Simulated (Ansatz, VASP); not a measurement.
## KF in VASP and in Ansatz

```
K F
1.0
    -0.11525    2.66853    2.66853
     2.66853   -0.11525    2.66853
     2.66853    2.66853   -0.11525
K F
1 1
Direct
  0.00000 0.00000 0.00000
  0.50000 0.50000 0.50000
```

Alike in both runs: task single point; functional PBE; k mesh 8 × 8 × 8; occupations gaussian, width 0.05 eV; no spin polarisation.

|  | VASP | Ansatz |
| --- | --- | --- |
| version | VASP 6.6.1 | Ansatz 0.2.0 |
| potentials or method | VASP PAW PBE potentials, release 64 (K_sv, F), cutoff 520 eV | scalar-relativistic, plane waves, PAW |
| valence electrons in the cell | 16 | 16 |

|  | VASP | Ansatz | Ansatz less VASP |
| --- | --- | --- | --- |
| gap on the k mesh at the Fermi level (eV) | 5.81 | 5.82 | +0.015 |
| least direct gap on the mesh (eV) | 5.81 | 5.82 | +0.015 |
| pressure (GPa) | -0.5 | -0.5 | 0.00 |
| traceless stress, the component that is largest in VASP (GPa) | 0.51 | 0.52 | +0.006 |
